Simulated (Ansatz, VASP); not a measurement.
**Two plane-wave programs on CdTe**

POSCAR

```
CdTe
1.0
    0.0000000000      3.2799551172      3.2799551172
    3.2799551172      0.0000000000      3.2799551172
    3.2799551172      3.2799551172      0.0000000000
Cd Te
1 1
Direct
    0.0000000000      0.0000000000      0.0000000000
    0.2500000000      0.2500000000      0.2500000000
```

File INCAR.step1:

```
SYSTEM = CdTe
ALGO = Normal
EDIFF = 1E-5
ENCUT = 520
GGA = PE
ISIF = 2
ISMEAR = 0
LASPH = .TRUE.
LCHARG = .FALSE.
LREAL = .FALSE.
LWAVE = .TRUE.
NBANDS = 16
NELM = 60
PREC = Accurate
SIGMA = 0.01
```

File INCAR.step2:

```
SYSTEM = CdTe
AEXX = 0.75
ALGO = Normal
EDIFF = 1E-6
ENCUT = 520
GGA = PE
HFSCREEN = 0.3
ISIF = 2
ISMEAR = 0
ISTART = 1
LASPH = .TRUE.
LCHARG = .FALSE.
LHFCALC = .TRUE.
LREAL = .FALSE.
LWAVE = .FALSE.
NBANDS = 16
NELM = 60
PREC = Accurate
PRECFOCK = Normal
SIGMA = 0.01
```

The input KPOINTS:

```
k-points
0
G
  4 4 4
  0 0 0
```

Input for Ansatz:

```yaml
crystal:
  lattice:
    - [0.0, 3.2799551172, 3.2799551172]
    - [3.2799551172, 0.0, 3.2799551172]
    - [3.2799551172, 3.2799551172, 0.0]
  atoms:
    - { symbol: Cd, position: [0.0, 0.0, 0.0] }
    - { symbol: Te, position: [0.25, 0.25, 0.25] }
kpoints:
  mp_grid: { grid: [4, 4, 4] }
hamiltonian:
  xc: { exchange: pbe, correlation: pbe, exx: { coeff: 0.75, omega: 0.3 } }
scf:
  occupations: { method: fixed }
  n_extra_bands: 4
output:
  forces: true
  stress: true
  eigenvalues: true
```

Alike in both runs: task single point; functional PBE-based screened hybrid with a share of 0.75 of exact exchange and HFSCREEN = 0.3; k mesh 4 × 4 × 4; no spin polarisation.

```csv
,VASP,Ansatz
version,VASP 6.6.1,Ansatz 0.2.0
potentials or method,"VASP PAW PBE potentials, release 64 (Cd, Te)",plane waves
plane-wave cutoff (eV),520,420
occupations,"gaussian, width 0.01 eV",fixed
valence electrons in the cell,18,36
```

```tsv
	VASP	Ansatz	Ansatz less VASP
gap on the k mesh at the Fermi level (eV)	2.53	2.95	+0.417
pressure (GPa)	-1.4	-0.8	+0.53
```

VASP's potentials were made for PBE, not for PBE-based screened hybrid. One of these differences is far larger than is usual between the two programs; its cause wasn't traced. VASP's potentials hold 18 valence electrons a cell and Ansatz's 36, so a difference there can come from the potentials and not from the codes. Ansatz's warnings: stress exchange threshold loose, stress scf threshold loose.

Neither program's run includes spin-orbit coupling.
